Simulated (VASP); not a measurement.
Si, 2 atoms in the cell. The structure is tetragonal, space group I4_1/amd (No. 141). The conventional cell has a = 4.105 Å, b = 4.105 Å, c = 5.205 Å, α = 90.00°, β = 90.00°, γ = 90.00°. Si (site symmetry -4m2) has 4 Si at 2.43 Å within 3.2 Å.  This cell differs from its parent crystal: volume 21.926 Å^3 an atom, c/a of the conventional cell 0.8966.

* Program: VASP 6.6.1
* Task: single point
* Functional: PBE
* Potentials or basis: VASP PAW PBE potentials, release 64 (Si)
* Cutoff: 520 eV
* k mesh: 10 × 10 × 10
* Occupations: gaussian, width 0.05 eV
* Spin: no spin polarisation
* Dipole correction: no
* Further INCAR settings: ALGO = Normal; EDIFF = 1e-06; NBANDS = 11

Potentials or basis: VASP PAW PBE potentials, release 64 (Si).

Launch:

```sh
$ cat potpaw_PBE.64/Si/POTCAR > POTCAR
$ mpirun -np 1 vasp_std > vasp.out
```

Hardware: 1 thread of AMD EPYC 9R45 96-Core Processor (Zen 5) (shared host).

**Question.** How long does it take, and how much memory?

**Answer.** Run time: 19 s on 1 thread of AMD EPYC 9R45 96-Core Processor (Zen 5) (shared host), peak memory 0.16 GiB. Counts: scf iterations 11, k points 102.
